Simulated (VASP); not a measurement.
Input of a VASP 6.6.1 run:

INCAR

```
SYSTEM = Tl
ALGO     = Normal         ! electronic algorithm
EDIFF    = 1E-6           ! SCF threshold, eV
ENCUT    = 520            ! plane-wave cutoff, eV
GGA      = RE             ! functional
ISIF     = 2              ! what is computed and relaxed
ISMEAR   = -1             ! smearing method
LASPH    = .True.         ! aspherical terms in the spheres
LCHARG   = .False.        ! write CHGCAR
LREAL    = .False.        ! projectors in reciprocal space
LWAVE    = .False.        ! write WAVECAR
NBANDS   = 12             ! bands
NELM     = 80             ! most SCF steps
PREC     = Accurate       ! precision mode
SIGMA    = 0.1            ! smearing width, eV
```

File KPOINTS:

```
k-points
0
Gamma
  11 11 11
  0 0 0
```

Contents of POSCAR:

```
Tl
1.0
    3.2653017397      0.0000000000      0.0000000000
    0.0000000000      3.2653017397      0.0000000000
    0.0000000000      0.0000000000      3.2653017397
Tl
1
Direct
    0.0000000000      0.0000000000      0.0000000000
```

Potentials or basis: VASP PAW PBE potentials, release 64 (Tl_d).

Command:

```console
$ cat potpaw_PBE.64/Tl_d/POTCAR > POTCAR
$ mpirun -np 1 vasp_std > vasp.out
```

**Question.** Predict the pressure.

**Answer.** 0.8 GPa.

Caveat: the PAW data sets were made with another functional, which shifts forces and pressure a little.
